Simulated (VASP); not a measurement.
# Pt in VASP: a series of runs, part 2 of 2

VASP 6.6.1.

## (3) Single point, PBEsol

This run uses another cell than the first one, of 15.08 Å³/atom, 1.002 times its volume.

INCAR

```
ALGO     = Normal         # electronic algorithm
EDIFF    = 1E-6           # SCF threshold, eV
ENCUT    = 520            # plane-wave cutoff, eV
GGA      = PS             # functional
ISIF     = 2              # what is computed and relaxed
ISMEAR   = -1             # smearing method
LASPH    = True           # aspherical terms in the spheres
LCHARG   = False          # write CHGCAR
LREAL    = False          # projectors in reciprocal space
LWAVE    = False          # write WAVECAR
NBANDS   = 11             # bands
NELM     = 100            # most SCF steps
PREC     = Accurate       # precision mode
SIGMA    = 0.05           # smearing width, eV
```

KPOINTS

```
k-points
0
Gamma
  12 12 12
```

POSCAR

```
Pt
1.0
    0.0000000000      1.9808081246      1.9216820000
    1.9808081246      0.0000000000      1.9216820000
    1.9808081246      1.9808081246      0.0000000000
Pt
1
Direct
    0.0000000000      0.0000000000      0.0000000000
```

Potentials or basis: VASP PAW PBE potentials, release 64 (Pt).

The run is started by

```bash
$ cat potpaw_PBE.64/Pt/POTCAR > POTCAR
$ mpirun -np 1 vasp_std > vasp.out
```

OUTCAR:

```text
EDIFF = 1E-6
   ENCUT = 520
   GGA = PS
   ISIF = 2
   ISMEAR = -1
   LASPH = True
   LREAL = False
   NELM = 100
   PREC = Accurate

 ion  position               nearest neighbor table
   1  0.000  0.000  0.000-

  LATTYP: Found a body centered tetragonal cell.
 ALAT       =     2.8012857143
 C/A-ratio  =     1.3720000000

  Lattice vectors:

 A1 = (   0.0000000000,  -1.9808081246,  -1.9216820000)
 A2 = (   0.0000000000,   1.9808081246,  -1.9216820000)
 A3 = (   1.9808081246,   0.0000000000,   1.9216820000)

Analysis of symmetry for initial positions (statically):
=====================================================================
 Subroutine PRICEL returns:
 Original cell was already a primitive cell.

 Routine SETGRP: Setting up the symmetry group for a
 body centered tetragonal supercell.

 Subroutine GETGRP returns: Found 16 space group operations
 (whereof 16 operations were pure point group operations)
 out of a pool of 16 trial point group operations.

The static configuration has the point symmetry D_4h.

Analysis of symmetry for dynamics (positions and initial velocities):
=====================================================================
 Subroutine PRICEL returns:
 Original cell was already a primitive cell.

 Routine SETGRP: Setting up the symmetry group for a
 body centered tetragonal supercell.

 Subroutine GETGRP returns: Found 16 space group operations
 (whereof 16 operations were pure point group operations)
 out of a pool of 16 trial point group operations.

The dynamic configuration has the point symmetry D_4h.

 Subroutine INISYM returns: Found 16 space group operations
 (whereof 16 operations are pure point group operations),
 and found     1 'primitive' translations

----------------------------------------------------------------------------------------

                                     Primitive cell

  volume of cell :      15.0798

  direct lattice vectors                    reciprocal lattice vectors
     0.000000000  1.980808125  1.921682000    -0.252422228  0.252422228  0.260188730
     1.980808125  0.000000000  1.921682000     0.252422228 -0.252422228  0.260188730
     1.980808125  1.980808125  0.000000000     0.252422228  0.252422228 -0.260188730

  length of vectors
     2.759793930  2.759793930  2.801285714     0.441737635  0.441737635  0.441737635

  position of ions in fractional coordinates (direct lattice)
     0.000000000  0.000000000  0.000000000

  ion indices of the primitive-cell ions
   primitive index   ion index
                 1           1

----------------------------------------------------------------------------------------

 KPOINTS: k-points

Automatic generation of k-mesh.
 Grid dimensions read from file:
 generate k-points for:   12   12   12

 Generating k-lattice:

  Cartesian coordinates                     Fractional coordinates (reciprocal lattice)
    -0.021035186  0.021035186  0.021682394     0.083333333  0.000000000  0.000000000
     0.021035186 -0.021035186  0.021682394     0.000000000  0.083333333  0.000000000
     0.021035186  0.021035186 -0.021682394     0.000000000  0.000000000  0.083333333

  Length of vectors
     0.036811470  0.036811470  0.036811470

  Shift w.r.t. Gamma in fractional coordinates (k-lattice)
     0.000000000  0.000000000  0.000000000

 Subroutine IBZKPT returns following result:
 ===========================================

 Found    163 irreducible k-points:

 Following reciprocal coordinates:
            Coordinates               Weight
  0.000000  0.000000  0.000000      1.000000
  0.083333 -0.000000  0.000000      8.000000
  0.166667  0.000000  0.000000      8.000000
  0.250000 -0.000000  0.000000      8.000000
  0.333333 -0.000000  0.000000      8.000000
  0.416667 -0.000000  0.000000      8.000000
[... 16 lines left out ...]
  0.500000  0.166667  0.000000      8.000000
 -0.416667  0.166667  0.000000      8.000000
 [... further k-points ...]
   k-points           NKPTS =    163   k-points in BZ     NKDIM =    163   number of bands    NBANDS=     11
   number of dos      NEDOS =    301   number of ions     NIONS =      1
   total plane-waves  NPLWV =  13824
   dimension x,y,z NGX =    24 NGY =   24 NGZ =   24
   dimension x,y,z NGXF=    48 NGYF=   48 NGZF=   48
   ions per type =               1
   NGX,Y,Z   is equivalent  to a cutoff of  14.46, 14.46, 14.24 a.u.
   NGXF,Y,Z  is equivalent  to a cutoff of  28.91, 28.91, 28.49 a.u.
 SYSTEM =  unknown system
   PREC   = accura    normal or accurate (medium, high low for compatibility)
   ISTART =      0    job   : 0-new  1-cont  2-samecut
   ICHARG =      2    charge: 1-file 2-atom 10-const
   ISPIN  =      1    spin polarized calculation?
   LNONCOLLINEAR =      F non collinear calculations
   LSORBIT =      F    spin-orbit coupling
   LASPH  =      T    aspherical Exc in radial PAW
   ENCUT  =  520.0 eV  38.22 Ry    6.18 a.u.   5.13  5.13  5.21*2*pi/ulx,y,z
   NELM   =    100;   NELMIN=  2; NELMDL= -5     # of ELM steps
   EDIFF  = 0.1E-05   stopping-criterion for ELM
   LREAL  =      F    real-space projection
   EDIFFG = 0.1E-04   stopping-criterion for IOM
   NSW    =      0    number of steps for IOM
   IBRION =     -1    ionic relax: 0-MD 1-quasi-New 2-CG
   NFREE  =      0    steps in history (QN), initial steepest desc. (CG)
   ISIF   =      2    stress and relaxation
   ISYM   =      2    0-nonsym 1-usesym 2-fastsym
   POTIM  = 0.5000    time-step for ionic-motion
   TEBEG  =    0.0;   TEEND  =   0.0 temperature during run
   PSTRESS=    0.0 pullay stress
   NELECT =      10.0000    total number of electrons
   NUPDOWN=      -1.0000    fix difference up-down
   EMIN   =  10.00;   EMAX   =-10.00  energy-range for DOS
   EFERMI =   0.00;   METHOD = LEGACY
   ISMEAR =    -1;   SIGMA  =   0.05  broadening in eV -4-tet -1-fermi 0-gaus
   EFERMI_NEDOS =   21; number of points for ismear=-14 and -15
   IALGO  =     38    algorithm
   IMIX   =      4    mixing-type and parameters
     AMIX     =   0.40;   BMIX     =  1.00
     AMIX_MAG =   1.60;   BMIX_MAG =  1.00
  volume/ion in A,a.u.               =      15.08       101.76
  Fermi-wavevector in a.u.,A,eV,Ry     =   1.427609  2.697791 27.729605  2.038068
  Thomas-Fermi vector in A             =   2.547760
   LORBIT       =      0    0 simple, 1 ext, 2 COOP (PROOUT), +10 PAW based schemes
   GGA     = PS    functional components
   LHFCALC =     F    Hartree Fock is set to
   AEXX    =    0.0000 exact exchange contribution
   IVDW    =     0    specifies the selected vdW correction
   LEPSILON=     F    determine dielectric tensor
   LRPA    =     F    only Hartree local field effects (RPA)
 non-spin polarized calculation
  energy-cutoff  :      520.00
  volume of cell :       15.08
 maximum number of plane-waves:       428
 NGX is ok and might be reduce to    24
   NGX = 11   NGY = 11   NGZ = 11

 number of electron      10.0000000 magnetization

 Free energy of the ion-electron system (eV)
  ---------------------------------------------------
  ext. energy  EPLUGINS =         0.00000000
  ---------------------------------------------------
  free energy    TOTEN  =        -6.97118790 eV

  energy without entropy =       -6.95640414  energy(sigma->0) =       -6.96379602

 E-fermi :  11.1144     XC(G=0): -13.6271

 val. band max:       11.1120325423   @ k =   0.5000   0.5000   0.0000
 cond. band min:      11.1199075344   @ k =   0.5000   0.0000   0.5000
 fundamental gap:      0.0078749922
 Fermi energy:        11.1144002190

 k-point     1 :       0.0000    0.0000    0.0000
  band No.  band energies     occupation
      1       0.8009      2.00000
      2       7.1845      2.00000
      3       7.1845      2.00000
      4       7.5409      2.00000
      5       9.2688      2.00000
      6       9.6750      2.00000
      7      25.7364      0.00000
      8      30.4162      0.00000
      9      30.4162      0.00000
     10      31.2193      0.00000
     11      35.9992      0.00000
[... 309 lines left out ...]
 k-point    24 :      -0.4167    0.1667    0.0000
  band No.  band energies     occupation
      1       4.5629      2.00000
      2       6.7408      2.00000
      3       7.7928      2.00000
      4       8.1921      2.00000
      5      10.8522      1.98950
      6      13.9488      0.00000
      7      17.2490      0.00000
      8      26.3670      0.00000
      9      27.8580      0.00000
     10      29.2548      0.00000
     11      38.1996      0.00000

 [... further k-points ...]

------------------------ aborting loop because EDIFF is reached ----------------------------------------

  FORCE on cell =-STRESS in cart. coord.  units (eV):
  Direction    XX          YY          ZZ          XY          YZ          ZX
  --------------------------------------------------------------------------------------
  -------------------------------------------------------------------------------------
  Total       -0.1591098     -0.1591098      0.0309465      0.0000000      0.0000000     -0.0000000
  in kB      -16.9048398    -16.9048398      3.2879556      0.0000000      0.0000000     -0.0000000
  external PRESSURE =     -10.1739080 kB  Pullay stress =       0.0000000 kB

 VOLUME and BASIS-vectors are now :
 -----------------------------------------------------------------------------
  energy-cutoff  :      520.00
  volume of cell :       15.08
      direct lattice vectors                 reciprocal lattice vectors
     0.000000000  1.980808125  1.921682000    -0.252422228  0.252422228  0.260188730
     1.980808125  0.000000000  1.921682000     0.252422228 -0.252422228  0.260188730
     1.980808125  1.980808125  0.000000000     0.252422228  0.252422228 -0.260188730

 POSITION                                       TOTAL-FORCE (eV/Angst)
 -----------------------------------------------------------------------------------
      0.00000      0.00000      0.00000         0.000000     -0.000000      0.000000
 -----------------------------------------------------------------------------------
    total drift:                               -0.000000      0.000000     -0.000000

  FREE ENERGIE OF THE ION-ELECTRON SYSTEM (eV)
  ---------------------------------------------------
  free  energy   TOTEN  =        -6.9711878950 eV

  energy  without entropy=       -6.9564041396  energy(sigma->0) =       -6.96379602
```

Wall time 11 s (1 thread of Intel Xeon Platinum 8488C (Sapphire Rapids), shared host); peak memory 0.16 GiB.

What came out:

* Free energy: -6.9712 eV
* Pressure: -1.0 GPa
* Band gap on the k mesh: zero (band 5 reaches 11.73 eV, above the bottom of band 6 at 9.41 eV)

Caveat: the PAW data sets were made with another functional, which shifts forces and pressure a little; spin-orbit coupling is left out, which moves the levels of the heavy elements.

## (4) Relaxation of cell and atoms, PBEsol

This run uses another cell than the first one, of 15.08 Å³/atom, 1.002 times its volume.

INCAR

```
SYSTEM = Pt
ALGO = Normal
EDIFF = 1E-7
EDIFFG = -0.02
ENCUT = 600
GGA = PS
IBRION = 2
ISIF = 3
ISMEAR = -1
LASPH = .TRUE.
LCHARG = .FALSE.
LREAL = .FALSE.
LWAVE = .FALSE.
NELM = 60
NSW = 80
PREC = Accurate
SIGMA = 0.05
```

KPOINTS

```
k-points
0
G
  12 12 12
  0 0 0
```

POSCAR

```
Pt
1.0
    0.0000000000      1.9609000000      1.9609000000
    1.9609000000      0.0000000000      1.9609000000
    1.9609000000      1.9609000000      0.0000000000
Pt
1
Direct
    0.0000000000      0.0000000000      0.0000000000
```

The run is started by

```bash
$ cat potpaw_PBE.64/Pt/POTCAR > POTCAR
$ mpirun -np 1 vasp_std > vasp.out
```

Run time: 12 s. Hardware: 1 thread of Intel Xeon Platinum 8488C (Sapphire Rapids), shared host; peak memory 0.15 GiB.

Results (log left out):

```
Free energy                            : -6.9732 eV
Relaxed volume                         : 15.03 Å³/atom
Relaxed cell                           : a = 2.770 Å, b = 2.770 Å, c = 2.770 Å, α = 60.00°, β = 60.00°, γ = 60.00°
Space group after relaxing (to 0.05 Å) : Fm-3m (No. 225)
Energy gained by relaxing              : 0.1 meV/atom
Ionic steps                            : 3
Pressure after relaxing                : 0.0 GPa
Band gap on the k mesh                 : zero (band 5 reaches 11.67 eV, above the bottom of band 6 at 9.43 eV)
```

Step by step:
```csv
step,energy change (eV),largest force (eV/Å),pressure (GPa),volume (Å³)
1,0.0000,0.0000,-0.92,15.08
2,0.0011,0.0000,2.77,14.89
3,-0.0001,0.0000,0.01,15.03
```

Final structure:
```xyz
1
Lattice="0.0000 1.9588 1.9588 1.9588 0.0000 1.9588 1.9588 1.9588 0.0000" Properties=species:S:1:pos:R:3 pbc="T T T"
Pt    0.0000    0.0000    0.0000
```

Levels at points of the mesh, in eV from the Fermi level:
```tsv
k point	band 2	band 3	band 4	band 5	band 6	band 7	band 8	band 9
(0.00, 0.00, 0.00)	-3.84	-3.84	-3.84	-1.65	-1.65	14.59	19.57	19.57
(0.50, 0.00, 0.00)	-3.90	-3.90	-0.59	0.03	0.03	5.81	14.14	18.94
(0.50, 0.50, 0.00)	-6.70	0.00	0.48	0.48	1.68	8.85	11.32	11.32
```

Caveat: the PAW data sets were made with another functional, which shifts forces and pressure a little; spin-orbit coupling is left out, which moves the levels of the heavy elements.

## (5) Relaxation of cell and atoms, PBEsol, target pressure 5 GPa, at which the enthalpy is minimised

This run uses another cell than the first one, of 15.08 Å³/atom, 1.002 times its volume.

INCAR

```
ALGO = Normal ; EDIFF = 1E-6
EDIFFG = -0.02 ; ENCUT = 600
GGA = PS ; IBRION = 2
ISIF = 3 ; ISMEAR = -1
LASPH = T ; LCHARG = F
LREAL = F ; LWAVE = F
NELM = 60 ; NSW = 80
PREC = Accurate ; PSTRESS = 50.0
SIGMA = 0.05
```

KPOINTS

```
k-points
0
Gamma
  12 12 12
```

POSCAR is that of step 4.

The run is started by

```bash
$ cat potpaw_PBE.64/Pt/POTCAR > POTCAR
$ mpirun -np 1 vasp_std > vasp.out
```

Wall time 12 s (1 thread of Intel Xeon Platinum 8488C (Sapphire Rapids), shared host); peak memory 0.15 GiB.

Results (log left out):

| Quantity | Value |
| --- | --- |
| Free energy | -6.9696 eV |
| Relaxed volume | 14.79 Å³/atom |
| Relaxed cell | a = 2.755 Å, b = 2.755 Å, c = 2.755 Å, α = 60.00°, β = 60.00°, γ = 60.00° |
| Space group after relaxing (to 0.05 Å) | Fm-3m (No. 225) |
| Energy change on relaxing (the enthalpy is what falls) | +3.4 meV/atom |
| Ionic steps | 3 |
| Pressure after relaxing | 4.9 GPa |
| Band gap on the k mesh | zero (band 5 reaches 12.00 eV, above the bottom of band 6 at 9.69 eV) |

Step by step:
```tsv
step	energy change (eV)	largest force (eV/Å)	pressure (GPa)	volume (Å³)
1	0.0000	0.0000	-0.92	15.08
2	0.0906	0.0000	27.89	13.90
3	0.0034	0.0000	4.85	14.79
```

Final structure:
```
Pt
1.0
     0.00000    1.94828    1.94828
     1.94828    0.00000    1.94828
     1.94828    1.94828    0.00000
Pt
1
Direct
  0.00000 0.00000 0.00000
```

Levels at points of the mesh, in eV from the Fermi level:
| k point | band 1 | band 2 | band 3 | band 4 | band 5 | band 6 | band 7 | band 8 | band 9 |
| --- | --- | --- | --- | --- | --- | --- | --- | --- | --- |
| (0.00, 0.00, 0.00) | -10.54 | -3.95 | -3.95 | -3.95 | -1.70 | -1.70 | 14.54 | 19.61 | 19.61 |
| (0.50, 0.00, 0.00) | -7.60 | -4.01 | -4.01 | -0.66 | 0.03 | 0.03 | 5.93 | 14.10 | 19.05 |
| (0.50, 0.50, 0.00) | -7.35 | -6.88 | 0.01 | 0.50 | 0.50 | 1.64 | 9.02 | 11.37 | 11.37 |

Caveat: the cell is relaxed towards a set pressure, so the enthalpy falls and the energy may rise; the PAW data sets were made with another functional, which shifts forces and pressure a little; spin-orbit coupling is left out, which moves the levels of the heavy elements.

## (6) Relaxation of cell and atoms, PBEsol, target pressure 10 GPa, at which the enthalpy is minimised

This run uses another cell than the first one, of 15.08 Å³/atom, 1.002 times its volume.

INCAR

```
  PREC = Accurate
  ENCUT = 600
  EDIFF = 1E-6
  ISMEAR = -1
  SIGMA = 0.05
  LREAL = False
  LASPH = True
  NELM = 80
  ALGO = Normal
  ISIF = 3
  LWAVE = False
  LCHARG = False
  GGA = PS
  IBRION = 2
  NSW = 80
  EDIFFG = -0.02
  PSTRESS = 100.0
```

KPOINTS

```
Automatic mesh
0
Gamma
  12 12 12
```

POSCAR is that of step 5.

Potentials or basis: VASP PAW PBE potentials, release 64 (Pt).

The run is started by

```bash
$ cat potpaw_PBE.64/Pt/POTCAR > POTCAR
$ mpirun -np 1 vasp_std > vasp.out
```

Run time: 15 s. Hardware: 1 thread of Intel Xeon Platinum 8488C (Sapphire Rapids), shared host; peak memory 0.16 GiB.

Results (log left out):

* Free energy: -6.9592 eV
* Relaxed volume: 14.56 Å³/atom
* Relaxed cell: a = 2.741 Å, b = 2.741 Å, c = 2.741 Å, α = 60.00°, β = 60.00°, γ = 60.00°
* Space group after relaxing (to 0.05 Å): Fm-3m (No. 225)
* Energy change on relaxing (the enthalpy is what falls): +13.8 meV/atom
* Ionic steps: 4
* Pressure after relaxing: 9.9 GPa
* Band gap on the k mesh: zero (band 5 reaches 12.33 eV, above the bottom of band 6 at 9.95 eV)

Step by step:
```csv
step,energy change (eV),largest force (eV/Å),pressure (GPa),volume (Å³)
1,0.0000,0.0000,-0.92,15.08
2,0.3561,0.0000,64.11,12.95
3,0.0126,0.0000,9.42,14.58
4,0.0138,0.0000,9.90,14.56
```

Final structure:
```
CELL_PARAMETERS angstrom
0.00000 1.93827 1.93827
1.93827 0.00000 1.93827
1.93827 1.93827 0.00000
ATOMIC_POSITIONS crystal
Pt 0.00000 0.00000 0.00000
```

Levels at points of the mesh, in eV from the Fermi level:
```csv
k point,band 3,band 4,band 5,band 6,band 7,band 8
"(0.00, 0.00, 0.00)",-4.05,-4.05,-1.74,-1.74,14.49,19.65
"(0.50, 0.00, 0.00)",-4.11,-0.72,0.04,0.04,6.06,14.05
"(0.50, 0.50, 0.00)",0.01,0.52,0.52,1.62,9.20,11.42
```

Caveat: the cell is relaxed towards a set pressure, so the enthalpy falls and the energy may rise; the PAW data sets were made with another functional, which shifts forces and pressure a little; spin-orbit coupling is left out, which moves the levels of the heavy elements.

## (7) Summary

```tsv
task	cell	cutoff (eV)	gap on the mesh (eV)	pressure (GPa)
single point	a = 2.771 Å, angles 60.0°, 1 atom	520	none	-0.4
single point	a = 2.760, b = 2.760, c = 2.801 Å, angles 59.5, 59.5, 61.0°, 1 atom	520	none	-1.0
relaxation of cell and atoms	relaxed from a = 2.773 Å, angles 60.0°, 1 atom	600	none	0.0
relaxation of cell and atoms	relaxed to 5 GPa from a = 2.773 Å, angles 60.0°, 1 atom	600	none	4.9
relaxation of cell and atoms	relaxed to 10 GPa from a = 2.773 Å, angles 60.0°, 1 atom	600	none	9.9
```

Alike in all rows: level PBEsol; potentials or basis VASP PAW PBE potentials, release 64 (Pt); no spin polarisation; k mesh 12 × 12 × 12; smearing fermi-dirac 0.05 eV.

Caveats: the PAW data sets were made with another functional, which shifts forces and pressure a little; spin-orbit coupling is left out, which moves the levels of the heavy elements; the cell is relaxed towards a set pressure, so the enthalpy falls and the energy may rise (some runs).

Total energies depend on the potentials used, so only differences within one code and one set of settings carry meaning.
